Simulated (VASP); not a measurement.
# AlPt (P2_13) in VASP: single point with r2SCAN

Aim: the single point of AlPt with r2SCAN.

Everything below comes from runs of VASP 6.6.1. Logs are shortened: lines on timing, memory, paths and dates and some standing lists are left out, and cuts for length are marked.

### 1 The cell of the first run

It takes space group P2_13 (No. 198, cubic). The conventional cell has a = 4.878 Å, b = 4.878 Å, c = 4.878 Å, α = 90.00°, β = 90.00°, γ = 90.00°. Within 3.4 Å of Al (site symmetry 3) lie 7 Pt at 2.60 to 2.63 Å and 6 Al at 3.02 Å. Pt (site symmetry 3) has 7 Al at 2.60 to 2.63 Å and 6 Pt at 3.02 Å within 3.4 Å.

### 2 Single point, r2SCAN

Input file POSCAR:

```
AlPt
1.0
    4.8784132652      0.0000000000      0.0000000000
    0.0000000000      4.8784132652      0.0000000000
    0.0000000000      0.0000000000      4.8784132652
Al Pt
4 4
Direct
    0.8441268213      0.8441268213      0.8441268213
    0.6558731787      0.1558731787      0.3441268213
    0.3441268213      0.6558731787      0.1558731787
    0.1558731787      0.3441268213      0.6558731787
    0.1548376576      0.1548376576      0.1548376576
    0.3451623424      0.8451623424      0.6548376576
    0.6548376576      0.3451623424      0.8451623424
    0.8451623424      0.6548376576      0.3451623424
```

Input file INCAR.step1:

```
SYSTEM = AlPt
PREC = Accurate
ENCUT = 520
ISMEAR = 0
SIGMA = 0.1
LREAL = .False.
LASPH = .True.
NELM = 100
NBANDS = 36
GGA = PE
ALGO = Normal
EDIFF = 1E-4
LWAVE = .True.
LCHARG = .False.
```

Input file INCAR.step2:

```
SYSTEM = AlPt
PREC = Accurate
ENCUT = 520
EDIFF = 1E-6
ISMEAR = 0
SIGMA = 0.1
LREAL = .False.
LASPH = .True.
NELM = 100
ALGO = Normal
ISIF = 2
LWAVE = .False.
LCHARG = .False.
METAGGA = R2SCAN
LMIXTAU = .True.
NBANDS = 36
ISTART = 1
```

Input file KPOINTS:

```
regular mesh
0
Gamma
  8 8 8
  0 0 0
```

Potentials or basis: VASP PAW PBE potentials, release 64 (Al, Pt).

The run is started by

```sh
cat potpaw_PBE.64/Al/POTCAR potpaw_PBE.64/Pt/POTCAR > POTCAR
cp INCAR.step1 INCAR
mpirun -np 1 vasp_std > vasp.out
cp INCAR.step2 INCAR
mpirun -np 1 vasp_std > vasp.out
```

OUTCAR:

```text
SYSTEM = AlPt
   PREC = Accurate
   ENCUT = 520
   EDIFF = 1E-6
   ISMEAR = 0
   LREAL = .False.
   LASPH = .True.
   NELM = 100
   ISIF = 2
   METAGGA = R2SCAN
   ISTART = 1

 ion  position               nearest neighbor table
   1  0.844  0.844  0.844-   6 2.60   7 2.60   8 2.60   6 2.61   7 2.61   8 2.61   5 2.63   3 3.02
                             4 3.02   2 3.02   2 3.02   4 3.02   3 3.02
   2  0.656  0.156  0.344-   5 2.60   7 2.60   8 2.60   7 2.61   8 2.61   5 2.61   6 2.63   1 3.02
                             1 3.02   3 3.02   3 3.02   4 3.02   4 3.02
   3  0.344  0.656  0.156-   5 2.60   6 2.60   8 2.60   8 2.61   6 2.61   5 2.61   7 2.63   1 3.02
                             4 3.02   2 3.02   2 3.02   4 3.02   1 3.02
   4  0.156  0.344  0.656-   5 2.60   6 2.60   7 2.60   6 2.61   5 2.61   7 2.61   8 2.63   1 3.02
                             3 3.02   2 3.02   1 3.02   2 3.02   3 3.02
   5  0.155  0.155  0.155-   2 2.60   3 2.60   4 2.60   2 2.61   3 2.61   4 2.61   1 2.63   6 3.02
                             7 3.02   8 3.02   6 3.02   8 3.02   7 3.02
   6  0.345  0.845  0.655-   1 2.60   3 2.60   4 2.60   3 2.61   4 2.61   1 2.61   2 2.63   8 3.02
                             5 3.02   5 3.02   7 3.02   7 3.02   8 3.02
   7  0.655  0.345  0.845-   1 2.60   2 2.60   4 2.60   4 2.61   2 2.61   1 2.61   3 2.63   8 3.02
                             5 3.02   8 3.02   6 3.02   6 3.02   5 3.02
   8  0.845  0.655  0.345-   1 2.60   2 2.60   3 2.60   2 2.61   1 2.61   3 2.61   4 2.63   7 3.02
                             5 3.02   7 3.02   5 3.02   6 3.02   6 3.02

  LATTYP: Found a simple cubic cell.
 ALAT       =     4.8784132652

  Lattice vectors:

 A1 = (   4.8784132652,   0.0000000000,   0.0000000000)
 A2 = (   0.0000000000,   4.8784132652,   0.0000000000)
 A3 = (   0.0000000000,   0.0000000000,   4.8784132652)

Analysis of symmetry for initial positions (statically):
=====================================================================
 Subroutine PRICEL returns:
 Original cell was already a primitive cell.

 Routine SETGRP: Setting up the symmetry group for a
 simple cubic supercell.

 Subroutine GETGRP returns: Found 12 space group operations
 (whereof  3 operations were pure point group operations)
 out of a pool of 48 trial point group operations.

The static configuration has the point symmetry C_3 .
 The point group associated with its full space group is T   .

Analysis of symmetry for dynamics (positions and initial velocities):
=====================================================================
 Subroutine PRICEL returns:
 Original cell was already a primitive cell.

 Routine SETGRP: Setting up the symmetry group for a
 simple cubic supercell.

 Subroutine GETGRP returns: Found 12 space group operations
 (whereof  3 operations were pure point group operations)
 out of a pool of 48 trial point group operations.

The dynamic configuration has the point symmetry C_3 .
 The point group associated with its full space group is T   .

 Subroutine INISYM returns: Found 12 space group operations
 (whereof  3 operations are pure point group operations),
 and found     1 'primitive' translations

----------------------------------------------------------------------------------------

                                     Primitive cell

  volume of cell :     116.1009

  direct lattice vectors                    reciprocal lattice vectors
     4.878413265  0.000000000  0.000000000     0.204984684  0.000000000  0.000000000
     0.000000000  4.878413265  0.000000000     0.000000000  0.204984684  0.000000000
     0.000000000  0.000000000  4.878413265     0.000000000  0.000000000  0.204984684

  length of vectors
     4.878413265  4.878413265  4.878413265     0.204984684  0.204984684  0.204984684

  position of ions in fractional coordinates (direct lattice)
     0.844126821  0.844126821  0.844126821
     0.655873179  0.155873179  0.344126821
     0.344126821  0.655873179  0.155873179
     0.155873179  0.344126821  0.655873179
     0.154837658  0.154837658  0.154837658
     0.345162342  0.845162342  0.654837658
     0.654837658  0.345162342  0.845162342
     0.845162342  0.654837658  0.345162342

  ion indices of the primitive-cell ions
   primitive index   ion index
                 1           1
                 2           2
                 3           3
                 4           4
                 5           5
                 6           6
                 7           7
                 8           8

----------------------------------------------------------------------------------------

 KPOINTS: regular mesh

Automatic generation of k-mesh.
 Grid dimensions read from file:
 generate k-points for:    8    8    8

 Generating k-lattice:

  Cartesian coordinates                     Fractional coordinates (reciprocal lattice)
     0.025623085  0.000000000  0.000000000     0.125000000  0.000000000  0.000000000
     0.000000000  0.025623085  0.000000000     0.000000000  0.125000000  0.000000000
     0.000000000  0.000000000  0.025623085     0.000000000  0.000000000  0.125000000

  Length of vectors
     0.025623085  0.025623085  0.025623085

  Shift w.r.t. Gamma in fractional coordinates (k-lattice)
     0.000000000  0.000000000  0.000000000

 Subroutine IBZKPT returns following result:
 ===========================================

 Found     45 irreducible k-points:

 Following reciprocal coordinates:
            Coordinates               Weight
  0.000000  0.000000  0.000000      1.000000
  0.125000  0.000000  0.000000      6.000000
  0.250000  0.000000  0.000000      6.000000
  0.375000  0.000000  0.000000      6.000000
  0.500000  0.000000  0.000000      3.000000
  0.125000  0.125000  0.000000     12.000000
[... 16 lines left out ...]
  0.250000  0.125000  0.125000     24.000000
  0.375000  0.125000  0.125000     24.000000
 [... further k-points ...]
   k-points           NKPTS =     45   k-points in BZ     NKDIM =     45   number of bands    NBANDS=     36
   number of dos      NEDOS =    301   number of ions     NIONS =      8
   total plane-waves  NPLWV =  46656
   dimension x,y,z NGX =    36 NGY =   36 NGZ =   36
   dimension x,y,z NGXF=    72 NGYF=   72 NGZF=   72
   ions per type =               4   4
   NGX,Y,Z   is equivalent  to a cutoff of  12.27, 12.27, 12.27 a.u.
   NGXF,Y,Z  is equivalent  to a cutoff of  24.54, 24.54, 24.54 a.u.
 SYSTEM =  AlPt
   PREC   = accura    normal or accurate (medium, high low for compatibility)
   ISTART =      1    job   : 0-new  1-cont  2-samecut
   ICHARG =      0    charge: 1-file 2-atom 10-const
   ISPIN  =      1    spin polarized calculation?
   LNONCOLLINEAR =      F non collinear calculations
   LSORBIT =      F    spin-orbit coupling
   LASPH  =      T    aspherical Exc in radial PAW
   ENCUT  =  520.0 eV  38.22 Ry    6.18 a.u.   9.07  9.07  9.07*2*pi/ulx,y,z
   NELM   =    100;   NELMIN=  2; NELMDL=  0     # of ELM steps
   EDIFF  = 0.1E-05   stopping-criterion for ELM
   LREAL  =      F    real-space projection
   EDIFFG = 0.1E-04   stopping-criterion for IOM
   NSW    =      0    number of steps for IOM
   IBRION =     -1    ionic relax: 0-MD 1-quasi-New 2-CG
   NFREE  =      0    steps in history (QN), initial steepest desc. (CG)
   ISIF   =      2    stress and relaxation
   ISYM   =      2    0-nonsym 1-usesym 2-fastsym
   POTIM  = 0.5000    time-step for ionic-motion
   TEBEG  =    0.0;   TEEND  =   0.0 temperature during run
   PSTRESS=    0.0 pullay stress
   NELECT =      52.0000    total number of electrons
   NUPDOWN=      -1.0000    fix difference up-down
   EMIN   =  10.00;   EMAX   =-10.00  energy-range for DOS
   EFERMI =   0.00;   METHOD = LEGACY
   ISMEAR =     0;   SIGMA  =   0.10  broadening in eV -4-tet -1-fermi 0-gaus
   EFERMI_NEDOS =   21; number of points for ismear=-14 and -15
   IALGO  =     38    algorithm
   IMIX   =      4    mixing-type and parameters
     AMIX     =   0.40;   BMIX     =  1.00
     AMIX_MAG =   1.60;   BMIX_MAG =  1.00
  volume/ion in A,a.u.               =      14.51        97.94
  Fermi-wavevector in a.u.,A,eV,Ry     =   1.252557  2.366989 21.346153  1.568898
  Thomas-Fermi vector in A             =   2.386451
   LORBIT       =      0    0 simple, 1 ext, 2 COOP (PROOUT), +10 PAW based schemes
   METAGGA = R2SCAN    functional components
   LHFCALC =     F    Hartree Fock is set to
   AEXX    =    0.0000 exact exchange contribution
   IVDW    =     0    specifies the selected vdW correction
   LEPSILON=     F    determine dielectric tensor
   LRPA    =     F    only Hartree local field effects (RPA)
 non-spin polarized calculation
 Gauss-broadening in eV      SIGMA  =   0.10
  energy-cutoff  :      520.00
  volume of cell :      116.10
 maximum number of plane-waves:      3178
   NGX = 19   NGY = 19   NGZ = 19

 number of electron      51.9999993 magnetization

 Free energy of the ion-electron system (eV)
  ---------------------------------------------------
  ext. energy  EPLUGINS =         0.00000000
  ---------------------------------------------------
  free energy    TOTEN  =      -241.92692643 eV

  energy without entropy =     -241.91899332  energy(sigma->0) =     -241.92295988

 E-fermi :  10.3686     XC(G=0): -13.1723

 val. band max:       10.3531204180   @ k =   0.3750   0.3750   0.0000
 cond. band min:      10.3907903753   @ k =   0.5000   0.3750   0.3750
 fundamental gap:      0.0376699572
 Fermi energy:        10.3685752297

 k-point     1 :       0.0000    0.0000    0.0000
  band No.  band energies     occupation
      1      -1.3767      2.00000
      2       3.1550      2.00000
      3       3.1550      2.00000
      4       3.1550      2.00000
      5       4.6646      2.00000
      6       4.6646      2.00000
[... 28 lines left out ...]
     35      15.9056      0.00000
     36      15.9056      0.00000

 k-point     2 :       0.1250    0.0000    0.0000
  band No.  band energies     occupation
      1      -1.2557      2.00000
      2       2.8371      2.00000
      3       3.1831      2.00000
      4       3.2884      2.00000
      5       4.5136      2.00000
      6       4.6072      2.00000
[... 28 lines left out ...]
     35      16.1242      0.00000
     36      16.5861      0.00000
[... 817 lines left out ...]
     35      16.3675      0.00000
     36      16.9348      0.00000

 k-point    24 :       0.3750    0.1250    0.1250
  band No.  band energies     occupation
      1      -0.0967      2.00000
      2       1.5099      2.00000
      3       3.1512      2.00000
      4       3.4646      2.00000
      5       3.9467      2.00000
      6       4.2796      2.00000
[... 28 lines left out ...]
     35      16.4421      0.00000
     36      17.6324      0.00000

 [... further k-points ...]
[... 5 lines left out ...]
  --------------------------------------------------------------------------------------
  -------------------------------------------------------------------------------------
  Total       -0.1006377     -0.1006377     -0.1006377     -0.0000000     -0.0000000      0.0000000
  in kB       -1.3887864     -1.3887864     -1.3887864     -0.0000000     -0.0000000      0.0000000
  external PRESSURE =      -1.3887864 kB  Pullay stress =       0.0000000 kB

 VOLUME and BASIS-vectors are now :
 -----------------------------------------------------------------------------
  energy-cutoff  :      520.00
  volume of cell :      116.10
      direct lattice vectors                 reciprocal lattice vectors
     4.878413265  0.000000000  0.000000000     0.204984684  0.000000000  0.000000000
     0.000000000  4.878413265  0.000000000     0.000000000  0.204984684  0.000000000
     0.000000000  0.000000000  4.878413265     0.000000000  0.000000000  0.204984684

 POSITION                                       TOTAL-FORCE (eV/Angst)
 -----------------------------------------------------------------------------------
      4.11800      4.11800      4.11800         0.002885      0.002885      0.002885
      3.19962      0.76041      1.67879        -0.002885     -0.002885      0.002885
      1.67879      3.19962      0.76041         0.002885     -0.002885     -0.002885
      0.76041      1.67879      3.19962        -0.002885      0.002885     -0.002885
      0.75536      0.75536      0.75536         0.006367      0.006367      0.006367
      1.68384      4.12305      3.19457        -0.006367     -0.006367      0.006367
      3.19457      1.68384      4.12305         0.006367     -0.006367     -0.006367
      4.12305      3.19457      1.68384        -0.006367      0.006367     -0.006367
 -----------------------------------------------------------------------------------
    total drift:                               -0.000000     -0.000000      0.000000

  FREE ENERGIE OF THE ION-ELECTRON SYSTEM (eV)
  ---------------------------------------------------
  free  energy   TOTEN  =      -241.9269264348 eV

  energy  without entropy=     -241.9189933202  energy(sigma->0) =     -241.92295988
```

It took 6.3 min on 1 thread of Intel Xeon Platinum 8259CL at 2.50GHz (Skylake/Cascade Lake), shared host; peak memory 0.31 GiB.

What came out:

```
Free energy            : -241.9269 eV
Pressure               : -0.1 GPa
Largest force          : 0.011 eV/Å
Band gap on the k mesh : zero (band 26 reaches 10.74 eV, above the bottom of band 27 at 9.54 eV)
```

Forces in eV/Å, atoms in the order of the input:
```
Al   0.003  0.003  0.003
Al  -0.003 -0.003  0.003
Al   0.003 -0.003 -0.003
Al  -0.003  0.003 -0.003
Pt   0.006  0.006  0.006
Pt  -0.006 -0.006  0.006
Pt   0.006 -0.006 -0.006
Pt  -0.006  0.006 -0.006
```

Levels at points of the mesh, in eV from the Fermi level:
```
           k point  band 22  band 23  band 24  band 25  band 26  band 27  band 28  band 29  band 30  band 31
(0.00, 0.00, 0.00)    -1.84    -1.84    -1.84    -0.21    -0.21    -0.21     4.54     4.54     4.54     4.62
(0.50, 0.00, 0.00)    -2.43    -1.57    -1.57    -0.71    -0.71     1.32     1.32     2.96     2.96     4.85
(0.50, 0.50, 0.00)    -2.51    -2.31    -2.31     0.37     0.37     1.43     1.43     3.03     3.03     3.55
(0.50, 0.50, 0.50)    -2.60    -2.60    -2.60    -0.83    -0.83    -0.83    -0.83     7.11     7.11     7.11
```

Caveat: the PAW data sets were made with another functional, which shifts forces and pressure a little; spin-orbit coupling is left out, which moves the levels of the heavy elements.
